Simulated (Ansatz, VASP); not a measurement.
**Ga2O3: VASP beside Ansatz**

The input INCAR:

```
SYSTEM = Ga2O3
ALGO = Normal
EDIFF = 1E-6
ENCUT = 520
GGA = PE
ISIF = 2
ISMEAR = 0
LASPH = .TRUE.
LCHARG = .FALSE.
LREAL = .FALSE.
LWAVE = .FALSE.
NBANDS = 55
NELM = 60
PREC = Accurate
SIGMA = 0.05
```

File KPOINTS:

```
k-points
0
G
  6 6 6
  0 0 0
```

POSCAR

```
Ga2O3
1.0
    2.4655064421      1.4234608080      4.6545610942
   -2.4655064421      1.4234608080      4.6545610942
    0.0000000000     -2.8469216161      4.6545610941
Ga O
4 6
Direct
    0.3558687539      0.3558687539      0.3558687539
    0.1441312461      0.1441312461      0.1441312461
    0.6441312461      0.6441312461      0.6441312461
    0.8558687539      0.8558687539      0.8558687539
    0.5531733332      0.9468266668      0.2500000000
    0.2500000000      0.5531733332      0.9468266668
    0.9468266668      0.2500000000      0.5531733332
    0.4468266668      0.0531733332      0.7500000000
    0.7500000000      0.4468266668      0.0531733332
    0.0531733332      0.7500000000      0.4468266668
```

Input for Ansatz:

```yaml
crystal:
  lattice:
    - [2.4655064421, 1.423460808, 4.6545610942]
    - [-2.4655064421, 1.423460808, 4.6545610942]
    - [0.0, -2.8469216161, 4.6545610941]
  atoms:
    - { symbol: Ga, position: [0.3558687539, 0.3558687539, 0.3558687539] }
    - { symbol: Ga, position: [0.1441312461, 0.1441312461, 0.1441312461] }
    - { symbol: Ga, position: [0.6441312461, 0.6441312461, 0.6441312461] }
    - { symbol: Ga, position: [0.8558687539, 0.8558687539, 0.8558687539] }
    - { symbol: O, position: [0.5531733332, 0.9468266668, 0.25] }
    - { symbol: O, position: [0.25, 0.5531733332, 0.9468266668] }
    - { symbol: O, position: [0.9468266668, 0.25, 0.5531733332] }
    - { symbol: O, position: [0.4468266668, 0.0531733332, 0.75] }
    - { symbol: O, position: [0.75, 0.4468266668, 0.0531733332] }
    - { symbol: O, position: [0.0531733332, 0.75, 0.4468266668] }
basis:
  ecutwfc: 420
kpoints:
  mp_grid: { grid: [6, 6, 6] }
hamiltonian:
  xc: pbe
scf:
  occupations: { method: gaussian, width: 0.05 }
output:
  forces: true
  stress: true
  eigenvalues: true
  write_density: true
  write_potential: true
  elf: true
  volumetric_format: npy
```

Change from the starting cell: strain -0.025 along x and y, +0.025 along z, atoms carried along.

Alike in both runs: task single point; functional PBE; k mesh 6 × 6 × 6; occupations gaussian, width 0.05 eV; no spin polarisation.

```csv
,VASP,Ansatz
version,VASP 6.6.1,Ansatz 0.2.0
potentials or method,"VASP PAW PBE potentials, release 64 (Ga_d, O), cutoff 520 eV","scalar-relativistic, plane waves, PAW"
valence electrons in the cell,88,88
```

|  | VASP | Ansatz | Ansatz less VASP |
| --- | --- | --- | --- |
| gap on the k mesh at the Fermi level (eV) | 2.62 | 2.62 | +0.008 |
| least direct gap on the mesh (eV) | 2.80 | 2.81 | +0.007 |
| pressure (GPa) | 7.6 | 6.6 | -1.02 |
| traceless stress, the component that is largest in VASP (GPa) | -9.74 | -9.67 | +0.066 |
| rms of the force components (eV/Å) | 0.099 | 0.102 | +0.0022 |

Atom by atom the forces differ by 0.003 eV/Å (rms over components). The functional is the same, so the differences come from potentials, cutoffs and numerics.
